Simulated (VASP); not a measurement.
# Ru (P6_3/mmc) in VASP: notebook

Ru is run at these levels: PBEsol; tasks: single point.

All numbers are computed with VASP 6.6.1; they aren't measurements. Logs are shortened: lines on timing, memory, paths and dates and some standing lists are left out, and cuts for length are marked.

**1. The cell of the first run**

It takes space group P6_3/mmc (No. 194, hexagonal). Conventional cell: a = 2.732 Å, b = 2.732 Å, c = 4.319 Å, α = 90.00°, β = 90.00°, γ = 120.00°. Ru (site symmetry -6m2) has 12 Ru at 2.67 to 2.73 Å within 3.5 Å.

**2. Single point, PBEsol (volume 13.960 Å^3 an atom, c/a of the conventional cell 1.5810)**

The input, INCAR:

```
PREC     = Accurate       # precision mode
ENCUT    = 520            # plane-wave cutoff, eV
EDIFF    = 1E-6           # SCF threshold, eV
ISMEAR   = 0              # smearing method
SIGMA    = 0.15           # smearing width, eV
LREAL    = False          # projectors in reciprocal space
LASPH    = True           # aspherical terms in the spheres
NELM     = 80             # most SCF steps
ALGO     = Fast           # electronic algorithm
ISIF     = 2              # what is computed and relaxed
LWAVE    = False          # write WAVECAR
LCHARG   = False          # write CHGCAR
GGA      = PS             # functional
NBANDS   = 21             # bands
```

The input, KPOINTS:

```
regular mesh
0
Gamma
  21 21 12
```

The input, POSCAR:

```
Ru
1.0
    2.7320252216      0.0000000000      0.0000000000
   -1.3660126108      2.3660032457      0.0000000000
    0.0000000000      0.0000000000      4.3193199331
Ru
2
Direct
    0.3333333333      0.6666666667      0.2500000000
    0.6666666667      0.3333333333      0.7500000000
```

Potentials or basis: VASP PAW PBE potentials, release 64 (Ru_pv).

Run with:

```bash
$ cat potpaw_PBE.64/Ru_pv/POTCAR > POTCAR
$ mpirun -np 1 vasp_std > vasp.out
```

OUTCAR:

```text
PREC = Accurate
   ENCUT = 520
   EDIFF = 1E-6
   ISMEAR = 0
   LREAL = False
   LASPH = True
   NELM = 80
   ISIF = 2
   GGA = PS

 ion  position               nearest neighbor table
   1  0.333  0.667  0.250-   2 2.67   2 2.67   2 2.67   2 2.67   2 2.67   2 2.67
   2  0.667  0.333  0.750-   1 2.67   1 2.67   1 2.67   1 2.67   1 2.67   1 2.67

  LATTYP: Found a hexagonal cell.
 ALAT       =     2.7320252216
 C/A-ratio  =     1.5809956288

  Lattice vectors:

 A1 = (   2.7320252216,   0.0000000000,   0.0000000000)
 A2 = (  -1.3660126108,   2.3660032457,   0.0000000000)
 A3 = (   0.0000000000,   0.0000000000,   4.3193199331)

Analysis of symmetry for initial positions (statically):
=====================================================================
 Subroutine PRICEL returns:
 Original cell was already a primitive cell.

 Routine SETGRP: Setting up the symmetry group for a
 hexagonal supercell.

 Subroutine GETGRP returns: Found 24 space group operations
 (whereof 12 operations were pure point group operations)
 out of a pool of 24 trial point group operations.

The static configuration has the point symmetry D_3d.
 The point group associated with its full space group is D_6h.

Analysis of symmetry for dynamics (positions and initial velocities):
=====================================================================
 Subroutine PRICEL returns:
 Original cell was already a primitive cell.

 Routine SETGRP: Setting up the symmetry group for a
 hexagonal supercell.

 Subroutine GETGRP returns: Found 24 space group operations
 (whereof 12 operations were pure point group operations)
 out of a pool of 24 trial point group operations.

The dynamic configuration has the point symmetry D_3d.
 The point group associated with its full space group is D_6h.

 Subroutine INISYM returns: Found 24 space group operations
 (whereof 12 operations are pure point group operations),
 and found     1 'primitive' translations

----------------------------------------------------------------------------------------

                                     Primitive cell

  volume of cell :      27.9200

  direct lattice vectors                    reciprocal lattice vectors
     2.732025222  0.000000000  0.000000000     0.366028832  0.211326845  0.000000000
    -1.366012611  2.366003246  0.000000000     0.000000000  0.422653689  0.000000000
     0.000000000  0.000000000  4.319319933     0.000000000  0.000000000  0.231517928

  length of vectors
     2.732025222  2.732025222  4.319319933     0.422653689  0.422653689  0.231517928

  position of ions in fractional coordinates (direct lattice)
     0.333333333  0.666666667  0.250000000
     0.666666667  0.333333333  0.750000000

  ion indices of the primitive-cell ions
   primitive index   ion index
                 1           1
                 2           2

----------------------------------------------------------------------------------------

 KPOINTS: regular mesh

Automatic generation of k-mesh.
 Grid dimensions read from file:
 generate k-points for:   21   21   12

 Generating k-lattice:

  Cartesian coordinates                     Fractional coordinates (reciprocal lattice)
     0.017429944  0.010063183  0.000000000     0.047619048  0.000000000  0.000000000
     0.000000000  0.020126366  0.000000000     0.000000000  0.047619048  0.000000000
     0.000000000  0.000000000  0.019293161     0.000000000  0.000000000  0.083333333

  Length of vectors
     0.020126366  0.020126366  0.019293161

  Shift w.r.t. Gamma in fractional coordinates (k-lattice)
     0.000000000  0.000000000  0.000000000

 Subroutine IBZKPT returns following result:
 ===========================================

 Found    336 irreducible k-points:

 Following reciprocal coordinates:
            Coordinates               Weight
  0.000000  0.000000  0.000000      1.000000
  0.047619  0.000000  0.000000      6.000000
  0.095238  0.000000  0.000000      6.000000
  0.142857  0.000000  0.000000      6.000000
  0.190476  0.000000  0.000000      6.000000
  0.238095 -0.000000  0.000000      6.000000
[... 16 lines left out ...]
  0.142857  0.095238  0.000000     12.000000
  0.190476  0.095238  0.000000     12.000000
 [... further k-points ...]
   k-points           NKPTS =    336   k-points in BZ     NKDIM =    336   number of bands    NBANDS=     21
   number of dos      NEDOS =    301   number of ions     NIONS =      2
   total plane-waves  NPLWV =  12800
   dimension x,y,z NGX =    20 NGY =   20 NGZ =   32
   dimension x,y,z NGXF=    40 NGYF=   40 NGZF=   64
   ions per type =               2
   NGX,Y,Z   is equivalent  to a cutoff of  12.17, 12.17, 12.32 a.u.
   NGXF,Y,Z  is equivalent  to a cutoff of  24.34, 24.34, 24.63 a.u.
 SYSTEM =  unknown system
   PREC   = accura    normal or accurate (medium, high low for compatibility)
   ISTART =      0    job   : 0-new  1-cont  2-samecut
   ICHARG =      2    charge: 1-file 2-atom 10-const
   ISPIN  =      1    spin polarized calculation?
   LNONCOLLINEAR =      F non collinear calculations
   LSORBIT =      F    spin-orbit coupling
   LASPH  =      T    aspherical Exc in radial PAW
   ENCUT  =  520.0 eV  38.22 Ry    6.18 a.u.   5.08  5.08  8.03*2*pi/ulx,y,z
   NELM   =     80;   NELMIN=  2; NELMDL= -5     # of ELM steps
   EDIFF  = 0.1E-05   stopping-criterion for ELM
   LREAL  =      F    real-space projection
   EDIFFG = 0.1E-04   stopping-criterion for IOM
   NSW    =      0    number of steps for IOM
   IBRION =     -1    ionic relax: 0-MD 1-quasi-New 2-CG
   NFREE  =      0    steps in history (QN), initial steepest desc. (CG)
   ISIF   =      2    stress and relaxation
   ISYM   =      2    0-nonsym 1-usesym 2-fastsym
   POTIM  = 0.5000    time-step for ionic-motion
   TEBEG  =    0.0;   TEEND  =   0.0 temperature during run
   PSTRESS=    0.0 pullay stress
   NELECT =      28.0000    total number of electrons
   NUPDOWN=      -1.0000    fix difference up-down
   EMIN   =  10.00;   EMAX   =-10.00  energy-range for DOS
   EFERMI =   0.00;   METHOD = LEGACY
   ISMEAR =     0;   SIGMA  =   0.15  broadening in eV -4-tet -1-fermi 0-gaus
   EFERMI_NEDOS =   21; number of points for ismear=-14 and -15
   IALGO  =     68    algorithm
   IMIX   =      4    mixing-type and parameters
     AMIX     =   0.40;   BMIX     =  1.00
     AMIX_MAG =   1.60;   BMIX_MAG =  1.00
  volume/ion in A,a.u.               =      13.96        94.21
  Fermi-wavevector in a.u.,A,eV,Ry     =   1.638661  3.096620 36.534485  2.685209
  Thomas-Fermi vector in A             =   2.729596
   LORBIT       =      0    0 simple, 1 ext, 2 COOP (PROOUT), +10 PAW based schemes
   GGA     = PS    functional components
   LHFCALC =     F    Hartree Fock is set to
   AEXX    =    0.0000 exact exchange contribution
   IVDW    =     0    specifies the selected vdW correction
   LEPSILON=     F    determine dielectric tensor
   LRPA    =     F    only Hartree local field effects (RPA)
 non-spin polarized calculation
 RMM-DIIS sequential band-by-band and
 Gauss-broadening in eV      SIGMA  =   0.15
  energy-cutoff  :      520.00
  volume of cell :       27.92
 maximum number of plane-waves:       768
   NGX = 11   NGY = 11   NGZ = 17

 number of electron      28.0000014 magnetization

 Free energy of the ion-electron system (eV)
  ---------------------------------------------------
  ext. energy  EPLUGINS =         0.00000000
  ---------------------------------------------------
  free energy    TOTEN  =       -20.29005423 eV

  energy without entropy =      -20.26976404  energy(sigma->0) =      -20.27990914

 E-fermi :  12.2067     XC(G=0): -14.1091

 val. band max:       12.2051795262   @ k =   0.2381   0.0476   0.0000
 cond. band min:      12.2066736080   @ k =   0.2857   0.0000   0.0833
 fundamental gap:      0.0014940818
 Fermi energy:        12.2066628927

 k-point     1 :       0.0000    0.0000    0.0000
  band No.  band energies     occupation
      1     -31.3036      2.00000
      2     -30.4465      2.00000
      3     -30.4465      2.00000
      4     -30.2889      2.00000
      5     -30.2889      2.00000
      6     -30.2524      2.00000
[... 13 lines left out ...]
     20      22.5084      0.00000
     21      22.5378      0.00000

 k-point     2 :       0.0476    0.0000    0.0000
  band No.  band energies     occupation
      1     -31.2964      2.00000
      2     -30.4616      2.00000
      3     -30.4516      2.00000
      4     -30.3047      2.00000
      5     -30.2909      2.00000
      6     -30.2557      2.00000
[... 13 lines left out ...]
     20      22.5085      0.00000
     21      22.5369      0.00000

 k-point     3 :       0.0952    0.0000    0.0000
  band No.  band energies     occupation
      1     -31.2754      2.00000
      2     -30.5055      2.00000
      3     -30.4664      2.00000
      4     -30.3505      2.00000
      5     -30.2971      2.00000
      6     -30.2656      2.00000
[... 13 lines left out ...]
     20      22.5085      0.00000
     21      22.5342      0.00000

 k-point     4 :       0.1429    0.0000    0.0000
  band No.  band energies     occupation
      1     -31.2413      2.00000
      2     -30.5745      2.00000
      3     -30.4891      2.00000
      4     -30.4213      2.00000
      5     -30.3072      2.00000
      6     -30.2823      2.00000
[... 13 lines left out ...]
     20      22.5084      0.00000
     21      22.5304      0.00000

 k-point     5 :       0.1905    0.0000    0.0000
  band No.  band energies     occupation
      1     -31.1957      2.00000
      2     -30.6624      2.00000
      3     -30.5174      2.00000
      4     -30.5099      2.00000
      5     -30.3206      2.00000
      6     -30.3056      2.00000
[... 13 lines left out ...]
     20      22.5083      0.00000
     21      22.5263      0.00000
[... 382 lines left out ...]
     20      23.9296      0.00000
     21      24.6653      0.00000

 k-point    22 :       0.0952    0.0952    0.0000
  band No.  band energies     occupation
      1     -31.2214      2.00000
      2     -30.5999      2.00000
      3     -30.5351      2.00000
      4     -30.4317      2.00000
      5     -30.3226      2.00000
      6     -30.2923      2.00000
[... 13 lines left out ...]
     20      22.5084      0.00000
     21      22.5287      0.00000

 k-point    23 :       0.1429    0.0952    0.0000
  band No.  band energies     occupation
      1     -31.1768      2.00000
      2     -30.6741      2.00000
      3     -30.6019      2.00000
      4     -30.4786      2.00000
      5     -30.3428      2.00000
      6     -30.3156      2.00000
[... 13 lines left out ...]
     20      22.5082      0.00000
     21      22.5255      0.00000

 k-point    24 :       0.1905    0.0952    0.0000
  band No.  band energies     occupation
      1     -31.1230      2.00000
      2     -30.7632      2.00000
      3     -30.6750      2.00000
      4     -30.5275      2.00000
      5     -30.3640      2.00000
      6     -30.3454      2.00000
[... 13 lines left out ...]
     20      22.5083      0.00000
     21      22.5226      0.00000

 [... further k-points ...]

------------------------ aborting loop because EDIFF is reached ----------------------------------------

  FORCE on cell =-STRESS in cart. coord.  units (eV):
  Direction    XX          YY          ZZ          XY          YZ          ZX
  --------------------------------------------------------------------------------------
  -------------------------------------------------------------------------------------
  Total       -2.4545830     -2.4545830     -2.7322101     -0.0000000      0.0000000      0.0000000
  in kB     -140.8552010   -140.8552010   -156.7867134     -0.0000000      0.0000000      0.0000000
  external PRESSURE =    -146.1657051 kB  Pullay stress =       0.0000000 kB

 VOLUME and BASIS-vectors are now :
 -----------------------------------------------------------------------------
  energy-cutoff  :      520.00
  volume of cell :       27.92
      direct lattice vectors                 reciprocal lattice vectors
     2.732025222  0.000000000  0.000000000     0.366028832  0.211326845  0.000000000
    -1.366012611  2.366003246  0.000000000     0.000000000  0.422653689  0.000000000
     0.000000000  0.000000000  4.319319933     0.000000000  0.000000000  0.231517928

 POSITION                                       TOTAL-FORCE (eV/Angst)
 -----------------------------------------------------------------------------------
     -0.00000      1.57734      1.07983         0.000000      0.000000      0.000000
      1.36601      0.78867      3.23949        -0.000000     -0.000000      0.000000
 -----------------------------------------------------------------------------------
    total drift:                               -0.000000      0.000000     -0.000000

  FREE ENERGIE OF THE ION-ELECTRON SYSTEM (eV)
  ---------------------------------------------------
  free  energy   TOTEN  =       -20.2900542342 eV

  energy  without entropy=      -20.2697640418  energy(sigma->0) =      -20.27990914
```

Wall time 2 min (1 thread of Intel Xeon Platinum 8259CL at 2.50GHz (Skylake/Cascade Lake), shared host); peak memory 0.26 GiB.

Results:

```yaml
Free_energy: -20.2901 eV
Pressure: -14.6 GPa
Band_gap_on_the_k_mesh: zero (band 14 reaches 13.71 eV, above the bottom of band 15 at 10.65 eV)
```

Caveat: the PAW data sets were made with another functional, which shifts forces and pressure a little.

**3. Single point, PBEsol (volume 14.173 Å^3 an atom, c/a of the conventional cell 1.6589)**

The input, INCAR:

```
PREC     = Accurate       # precision mode
ENCUT    = 520            # plane-wave cutoff, eV
EDIFF    = 1E-7           # SCF threshold, eV
ISMEAR   = 0              # smearing method
SIGMA    = 0.15           # smearing width, eV
LREAL    = F              # projectors in reciprocal space
LASPH    = T              # aspherical terms in the spheres
NELM     = 100            # most SCF steps
ALGO     = Fast           # electronic algorithm
ISIF     = 2              # what is computed and relaxed
LWAVE    = F              # write WAVECAR
LCHARG   = T              # write CHGCAR
GGA      = PS             # functional
LELF     = T              # ELF
LVHAR    = T            
NBANDS   = 21             # bands
```

The input, KPOINTS:

```
Automatic mesh
0
Gamma
  21 21 12
```

The input, POSCAR:

```
Ru
1.0
    2.7021760971      0.0000000000      0.0000000000
   -1.3510880485      2.3401531456      0.0000000000
    0.0000000000      0.0000000000      4.4826399275
Ru
2
Direct
    0.3333333333      0.6666666667      0.2500000000
    0.6666666667      0.3333333333      0.7500000000
```

Potentials or basis: VASP PAW PBE potentials, release 64 (Ru_pv).

Run with:

```bash
$ cat potpaw_PBE.64/Ru_pv/POTCAR > POTCAR
$ mpirun -np 1 vasp_std > vasp.out
```

It took 2.5 min on 1 thread of Intel Xeon Platinum 8259CL at 2.50GHz (Skylake/Cascade Lake), shared host; peak memory 0.26 GiB.

Results (log left out):

```yaml
Free_energy: -20.1824 eV
Pressure: -18.4 GPa
Band_gap_on_the_k_mesh: zero (band 14 reaches 13.51 eV, above the bottom of band 15 at 10.53 eV)
```

Stress tensor (GPa, compression positive):
```
-11.47   0.00   0.00
  0.00 -11.47   0.00
  0.00   0.00 -32.15
```

Levels at points of the mesh, in eV from the Fermi level:
| k point | band 12 | band 13 | band 14 | band 15 | band 16 | band 17 |
| --- | --- | --- | --- | --- | --- | --- |
| (0.00, 0.00, 0.00) | -1.87 | -1.87 | -0.97 | -0.97 | 0.69 | 1.13 |
| (0.00, 0.00, 0.50) | -2.47 | -2.47 | -2.47 | 0.50 | 0.50 | 0.50 |

Caveat: the PAW data sets were made with another functional, which shifts forces and pressure a little.
